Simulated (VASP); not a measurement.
# SnTe (Cmmm) in VASP: further runs, part 2 of 2

VASP 6.6.1. The steps go on from the part before.

## Step 4: Relaxation of cell and atoms, PBE

Contents of INCAR:

```
  PREC = Accurate
  ENCUT = 600
  EDIFF = 1E-6
  ISMEAR = 0
  SIGMA = 0.1
  LREAL = False
  LASPH = True
  NELM = 60
  ALGO = Normal
  ISIF = 3
  LWAVE = False
  LCHARG = False
  GGA = PE
  IBRION = 2
  NSW = 90
  EDIFFG = -0.04
```

Contents of KPOINTS:

```
regular mesh
0
Gamma
  4 4 6
```

Contents of POSCAR:

```
SnTe
1.0
    3.1290780328     -3.1645930812      0.0000000000
    3.1290780328      3.1645930812      0.0000000000
    0.0000000000      0.0000000000      3.1801424150
Sn Te
1 1
Direct
    0.5000000000      0.5000000000      0.0000000000
    0.0000000000      0.0000000000      0.0000000000
```

Potentials or basis: VASP PAW PBE potentials, release 64 (Sn_d, Te).

Command:

```console
> cat potpaw_PBE.64/Sn_d/POTCAR potpaw_PBE.64/Te/POTCAR > POTCAR
> mpirun -np 1 vasp_std > vasp.out
```

OUTCAR:

```text
PREC = Accurate
   ENCUT = 600
   EDIFF = 1E-6
   ISMEAR = 0
   LREAL = False
   LASPH = True
   NELM = 60
   ISIF = 3
   GGA = PE
   IBRION = 2
   NSW = 90
   EDIFFG = -0.04

 ion  position               nearest neighbor table
   1  0.500  0.500  0.000-   2 3.13   2 3.13   2 3.16   2 3.16
   2  0.000  0.000  0.000-   1 3.13   1 3.13   1 3.16   1 3.16

  LATTYP: Found a base centered orthorhombic cell.
 ALAT       =     6.2581560656
 B/A-ratio  =     1.0113500041
 C/A-ratio  =     0.5081596530

  Lattice vectors:

 A1 = (   3.1290780328,  -3.1645930812,   0.0000000000)
 A2 = (   3.1290780328,   3.1645930812,   0.0000000000)
 A3 = (   0.0000000000,   0.0000000000,   3.1801424150)

Analysis of symmetry for initial positions (statically):
=====================================================================
 Subroutine PRICEL returns:
 Original cell was already a primitive cell.

 Routine SETGRP: Setting up the symmetry group for a
 base centered orthorhombic supercell.

 Subroutine GETGRP returns: Found  8 space group operations
 (whereof  8 operations were pure point group operations)
 out of a pool of  8 trial point group operations.

The static configuration has the point symmetry D_2h.

[... 169 lines left out ...]
  Total       -0.1858332     -0.3290858      1.1674713      0.0000000      0.0000000      0.0000000
  in kB       -4.7274074     -8.3716091     29.6992827      0.0000000      0.0000000      0.0000000
  external PRESSURE =       5.5334221 kB  Pullay stress =       0.0000000 kB
[... 59 lines left out ...]
--------------------------------------- Ionic step        3  -------------------------------------------

 number of electron      19.9999999 magnetization

 Free energy of the ion-electron system (eV)
  ---------------------------------------------------
  ext. energy  EPLUGINS =         0.00000000
  ---------------------------------------------------
  free energy    TOTEN  =        -7.07860586 eV

  energy without entropy =       -7.06937592  energy(sigma->0) =       -7.07399089

 E-fermi :   6.1231     XC(G=0):  -9.3513

 val. band max:        6.1139269125   @ k =   0.5000   0.2500   0.1667
 cond. band min:       6.1315207192   @ k =   0.2500   0.2500   0.5000
 fundamental gap:      0.0175938067
 Fermi energy:         6.1231003094

 k-point     1 :       0.0000    0.0000    0.0000
  band No.  band energies     occupation
      1     -15.4284      2.00000
      2     -15.4281      2.00000
      3     -15.4254      2.00000
      4     -15.3348      2.00000
      5     -15.3341      2.00000
      6      -6.2102      2.00000
      7       0.0055      2.00000
      8       2.9348      2.00000
      9       2.9926      2.00000
     10       7.4345      0.00000
     11       8.9224      0.00000
     12      10.1153      0.00000
     13      10.2379      0.00000
     14      12.2557      0.00000
[... 377 lines left out ...]
      1     -15.4304      2.00000
      2     -15.4135      2.00000
      3     -15.3847      2.00000
      4     -15.3809      2.00000
      5     -15.2778      2.00000
      6      -4.1972      2.00000
      7      -0.4991      2.00000
      8       2.1934      2.00000
      9       3.9054      2.00000
     10       5.4296      2.00000
     11       7.2738      0.00000
     12       7.9565      0.00000
     13       7.9924      0.00000
     14      12.3382      0.00000

 [... further k-points ...]
[... 5 lines left out ...]
  --------------------------------------------------------------------------------------
  -------------------------------------------------------------------------------------
  Total        0.0330823     -0.0131783     -0.0316701      0.0000000      0.0000000      0.0000000
  in kB        0.8178285     -0.3257823     -0.7829169      0.0000000      0.0000000      0.0000000
  external PRESSURE =      -0.0969569 kB  Pullay stress =       0.0000000 kB
[... 17 lines left out ...]
  FREE ENERGIE OF THE ION-ELECTRON SYSTEM (eV)
  ---------------------------------------------------
  free  energy   TOTEN  =        -7.0786058623 eV

  energy  without entropy=       -7.0693759240  energy(sigma->0) =       -7.07399089

 reached required accuracy - stopping structural energy minimisation
```

CONTCAR:

```text
SnTe
   1.00000000000000
     3.1021757711669506   -3.1164120401914999    0.0000000000000000
     3.1021757711669506    3.1164120401914999    0.0000000000000000
     0.0000000000000000    0.0000000000000000    3.3519102711395452
  Sn              Te
     1     1
Direct
     0.5000000000000000    0.5000000000000000    0.0000000000000000
     0.0000000000000000    0.0000000000000000    0.0000000000000000

  0.00000000E+00  0.00000000E+00  0.00000000E+00
  0.00000000E+00  0.00000000E+00  0.00000000E+00
```

It took 2.6 min on 1 thread of Intel Xeon 8259CL, shared host; peak memory 0.21 GiB.

Results:

| Property | Result |
| --- | --- |
| Free energy | -7.0786 eV |
| Relaxed volume | 32.41 Å³/atom |
| Relaxed cell | a = 4.397 Å, b = 4.397 Å, c = 3.352 Å, α = 90.00°, β = 90.00°, γ = 90.26° |
| Space group after relaxing (to 0.1 Å) | P4/mmm (No. 123) |
| Energy gained by relaxing | 19.2 meV/atom |
| Ionic steps | 3 |
| Pressure after relaxing | 0.0 GPa |
| Band gap on the k mesh | zero (bands 10 and 11 overlap by 3.96 eV) |

Stress tensor (GPa, compression positive):
```
 0.08  0.00  0.00
 0.00 -0.03  0.00
 0.00  0.00 -0.08
```

Step by step:
```
step  energy change (eV)  largest force (eV/Å)  pressure (GPa)  volume (Å³)
   1              0.0000                0.0000            0.55        62.98
   2             -0.0303                0.0000            0.26        63.95
   3             -0.0384                0.0000           -0.01        64.81
```

Final structure:
```xyz
2
Lattice="3.1022 -3.1164 0.0000 3.1022 3.1164 0.0000 0.0000 0.0000 3.3519" Properties=species:S:1:pos:R:3 pbc="T T T"
Sn    3.1022    0.0000    0.0000
Te    0.0000    0.0000    0.0000
```

Caveat: spin-orbit coupling is left out, which moves the levels of the heavy elements.

## Step 5: Summary

| task | cell | k mesh | cutoff (eV) | gap on the mesh (eV) | pressure (GPa) |
| --- | --- | --- | --- | --- | --- |
| single point | a = 4.450, b = 4.450, c = 3.180 Å, angles 90.0, 90.0, 90.6°, 2 atoms | 4 × 4 × 4 | 520 | none | 0.0 |
| single point | a = 4.404, b = 4.404, c = 3.353 Å, angles 90.0, 90.0, 90.1°, 2 atoms | 4 × 4 × 6 | 520 | none | -0.2 |
| relaxation of cell and atoms | relaxed from a = 4.450, b = 4.450, c = 3.180 Å, angles 90.0, 90.0, 90.6°, 2 atoms | 4 × 4 × 6 | 600 | none | 0.0 |

Alike in all rows: level PBE; potentials or basis VASP PAW PBE potentials, release 64 (Sn_d, Te); no spin polarisation; smearing gaussian 0.1 eV.

Caveats: some runs use coarse meshes; spin-orbit coupling is left out, which moves the levels of the heavy elements.

Absolute energies hang on the potentials; compare differences alone.

The gap in the log of VASP goes by the Fermi energy; the results here count the filled bands.